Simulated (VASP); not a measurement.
# WC (P-6m2) in VASP: further runs, part 2 of 2

VASP 6.6.1. Earlier steps stand in the parts before.

## Step 3: Elastic constants, LDA

This run uses another cell than the first one, of 9.74 Å³/atom.

Input file INCAR:

```
  PREC = Accurate
  ENCUT = 600
  EDIFF = 1E-8
  ISMEAR = -1
  SIGMA = 0.15
  LREAL = F
  LASPH = T
  NELM = 100
  ALGO = Normal
  ISIF = 3
  LWAVE = F
  LCHARG = T
  NBANDS = 16
  IBRION = 6
  NFREE = 2
  POTIM = 0.015
  NSW = 1
```

Input file KPOINTS:

```
regular mesh
0
Gamma
  18 18 14
```

Input file POSCAR:

```
WC
1.0
    2.8436880656      0.0000000000      0.0000000000
   -1.4218440328      2.4627061053      0.0000000000
    0.0000000000      0.0000000000      2.7810501735
W C
1 1
Direct
    0.0000000000      0.0000000000      0.0000000000
    0.6666666667      0.3333333333      0.5000000000
```

Potentials or basis: VASP PAW LDA potentials, release 64 (W_sv, C).

On the command line:

```bash
$ cat potpaw_LDA.64/W_sv/POTCAR potpaw_LDA.64/C/POTCAR > POTCAR
$ mpirun -np 1 vasp_std > vasp.out
```

OUTCAR:

```text
PREC = Accurate
   ENCUT = 600
   EDIFF = 1E-8
   ISMEAR = -1
   LREAL = F
   LASPH = T
   NELM = 100
   ISIF = 3
   IBRION = 6
   NFREE = 2
   POTIM = 0.015
   NSW = 1

 ion  position               nearest neighbor table
   1  0.000  0.000  0.000-   2 2.15   2 2.15   2 2.15   2 2.15   2 2.15   2 2.15
   2  0.667  0.333  0.500-   1 2.15   1 2.15   1 2.15   1 2.15   1 2.15   1 2.15

  LATTYP: Found a hexagonal cell.
 ALAT       =     2.8436880656
 C/A-ratio  =     0.9779730088

  Lattice vectors:

 A1 = (   2.8436880656,   0.0000000000,   0.0000000000)
 A2 = (  -1.4218440328,   2.4627061053,   0.0000000000)
 A3 = (   0.0000000000,   0.0000000000,   2.7810501735)

Analysis of symmetry for initial positions (statically):
=====================================================================
 Subroutine PRICEL returns:
 Original cell was already a primitive cell.

 Routine SETGRP: Setting up the symmetry group for a
 hexagonal supercell.

 Subroutine GETGRP returns: Found 12 space group operations
 (whereof 12 operations were pure point group operations)
 out of a pool of 24 trial point group operations.

The static configuration has the point symmetry D_3h.

Analysis of symmetry for dynamics (positions and initial velocities):
=====================================================================
 Subroutine PRICEL returns:
 Original cell was already a primitive cell.

 Routine SETGRP: Setting up the symmetry group for a
 hexagonal supercell.

[... 818 lines left out ...]
  external PRESSURE =     211.1609109 kB  Pullay stress =       0.0000000 kB
[... 17 lines left out ...]
  FREE ENERGIE OF THE ION-ELECTRON SYSTEM (eV)
  ---------------------------------------------------
  free  energy   TOTEN  =       -24.6526657644 eV

  energy  without entropy=      -24.6300013799  energy(sigma->0) =      -24.64133357

 INTERNAL STRAIN TENSORS FROM STRAINED CELLS
 ============================================

 INTERNAL STRAIN TENSOR FOR ION    1 for displacements in x,y,z  (eV/Angst):
          X           Y           Z          XY          YZ          ZX
  --------------------------------------------------------------------------------
  x    -0.00000     0.00000    -0.00000     7.85735    -0.00000    -0.00000
  y     7.86578    -7.86993     0.00000    -0.00013    -0.00031     0.00022
  z     0.00000     0.00000     0.00000     0.00000     0.00582     0.00000

 INTERNAL STRAIN TENSORS FROM DISPLACED ATOMS
 ============================================

 INTERNAL STRAIN TENSOR FOR ION    1 for displacements in x,y,z  (eV/Angst):
          X           Y           Z          XY          YZ          ZX
  --------------------------------------------------------------------------------
  x    -0.00000     0.00000     0.00000     7.84904     0.00000     0.00000
  y     7.84904    -7.84904     0.00000     0.00000     0.00000     0.00000
  z     0.00000     0.00000     0.00000     0.00000     0.00000     0.00000

 INTERNAL STRAIN TENSOR FOR ION    2 for displacements in x,y,z  (eV/Angst):
          X           Y           Z          XY          YZ          ZX
  --------------------------------------------------------------------------------
  x     0.00000     0.00000     0.00000    -7.85187     0.00000     0.00000
  y    -7.85187     7.85187     0.00000     0.00000     0.00000     0.00000
  z     0.00000     0.00000     0.00000     0.00000     0.00000     0.00000

 Eigenvectors and eigenvalues of the dynamical matrix
 ----------------------------------------------------

   1 f  =   20.197056 THz   126.901848 2PiTHz  673.701285 cm-1    83.528276 meV
             X         Y         Z           dx          dy          dz
      0.000000  0.000000  0.000000    -0.000000    0.247635    0.000000
      1.421844  0.820902  1.390525     0.000000   -0.968853   -0.000000
[... 21 lines left out ...]
   6 f/i=    0.000147 THz     0.000924 2PiTHz    0.004908 cm-1     0.000608 meV
             X         Y         Z           dx          dy          dz
      0.000000  0.000000  0.000000    -0.000000    0.000000    0.968855
      1.421844  0.820902  1.390525    -0.000000    0.000000    0.247630

--------------------------------------------------------------------------------------------------------

 ELASTIC MODULI CONTR FROM IONIC RELAXATION (kBar)
 Direction    XX          YY          ZZ          XY          YZ          ZX
 --------------------------------------------------------------------------------
 XX        -269.4205    269.4205      0.0000     -0.0000      0.0000      0.0000
 YY         269.4205   -269.4205      0.0000      0.0000      0.0000      0.0000
 ZZ           0.0000      0.0000      0.0000      0.0000      0.0000      0.0000
 XY          -0.0000      0.0000      0.0000   -269.4205      0.0000      0.0000
 YZ           0.0000      0.0000      0.0000      0.0000      0.0000      0.0000
 ZX           0.0000      0.0000      0.0000      0.0000      0.0000      0.0000
 --------------------------------------------------------------------------------

 TOTAL ELASTIC MODULI (kBar)
 Direction    XX          YY          ZZ          XY          YZ          ZX
 --------------------------------------------------------------------------------
 XX        8527.2551   3056.6458   2374.2499     -0.0000      0.0000      0.0000
 YY        3056.6458   8527.2551   2374.2499      0.0000      0.0000      0.0000
 ZZ        2374.2499   2374.2499  11377.6136      0.0000     -0.0000     -0.0000
 XY          -0.0000      0.0000      0.0000   2735.3046      0.0000      0.0000
 YZ          -0.0000      0.0000     -0.0000     -0.0000   3712.8403      0.0000
 ZX           0.0000      0.0000      0.0000      0.0000      0.0000   3712.8402
 --------------------------------------------------------------------------------
```

OSZICAR:

```text
N       E                     dE             d eps       ncg     rms          rms(c)
DAV:   1     0.116811483855E+03    0.11681E+03   -0.10248E+04  9496   0.139E+03
DAV:   2    -0.242554047966E+02   -0.14107E+03   -0.13632E+03 11040   0.362E+02
DAV:   3    -0.277299368028E+02   -0.34745E+01   -0.34613E+01 10688   0.529E+01
DAV:   4    -0.277480895761E+02   -0.18153E-01   -0.18152E-01 11984   0.432E+00
[... 229 lines left out ...]
DAV:   4    -0.246526667509E+02   -0.48676E-05   -0.13989E-04 16568   0.113E-01    0.143E-02
DAV:   5    -0.246526658376E+02    0.91335E-06   -0.29853E-06 18248   0.240E-02    0.365E-03
DAV:   6    -0.246526657771E+02    0.60460E-07   -0.20484E-07 16144   0.680E-03    0.138E-03
DAV:   7    -0.246526657646E+02    0.12506E-07   -0.25070E-08 16072   0.210E-03    0.128E-04
DAV:   8    -0.246526657644E+02    0.19463E-09   -0.30828E-09  7864   0.558E-04
  21 F= -.24652666E+02 E0= -.24641334E+02  d E =-.226644E-01
```

stdout:

```text
POSCAR found type information on POSCAR W C
 POSCAR found :  2 types and       2 ions
 scaLAPACK will be used
 LDA part: xc-table for (Slater(with rela. corr.)+CA(PZ))
 , standard interpolation
 POSCAR, INCAR and KPOINTS ok, starting setup
 FFT: planning ... GRIDC
 FFT: planning ... GRID_SOFT
 FFT: planning ... GRID
 WAVECAR not read
 entering main loop
 Found     4 degrees of freedom:
 Adding 6 more for cell shape distortion
 Finite differences POTIM= 0.01500 DOF=  10
 bond charge predicted
 Finite differences progress:
 bond charge predicted
 Finite differences progress:
 bond charge predicted
 Finite differences progress:
 bond charge predicted
 Finite differences progress:
 bond charge predicted
 Finite differences progress:
 bond charge predicted
 Finite differences progress:
 bond charge predicted
 Finite differences progress:
 bond charge predicted
 Finite differences progress:
 bond charge predicted
 Finite differences progress:
 bond charge predicted
 Finite differences progress:
 bond charge predicted
 Finite differences progress:
 bond charge predicted
 Finite differences progress:
 bond charge predicted
 Finite differences progress:
 bond charge predicted
 Finite differences progress:
 bond charge predicted
 Finite differences progress:
 bond charge predicted
 Finite differences progress:
 bond charge predicted
 Finite differences progress:
 bond charge predicted
 Finite differences progress:
 bond charge predicted
 Finite differences progress:
 bond charge predicted
 Finite differences progress:
```

Wall time 1.9 h (1 thread of Oxide Virtual Turin-like, shared host); peak memory 0.83 GiB.

What came out:

| Quantity | Value |
| --- | --- |
| Voigt bulk modulus | 489 GPa |
| Highest phonon frequency at Γ | 674 cm⁻¹ |

Phonon frequencies in cm⁻¹ (negative: imaginary):
| q point | frequencies |
| --- | --- |
| (0.000, 0.000, 0.000) | 0 0 0 658 674 674 |

Elastic tensor in Voigt notation (GPa, in the Cartesian axes of the cell as first typed):
```
 853  306  237    0    0    0
 306  853  237    0    0    0
 237  237 1138    0    0    0
   0    0    0  371    0    0
   0    0    0    0  371    0
   0    0    0    0    0  274
```

Clamped-ion elastic tensor (GPa):
```
 880  279  237    0    0    0
 279  880  237    0    0    0
 237  237 1138    0    0    0
   0    0    0  371    0    0
   0    0    0    0  371    0
   0    0    0    0    0  300
```

Caveat: the cell is under stress, which shifts elastic constants; spin-orbit coupling is left out, which moves the levels of the heavy elements.
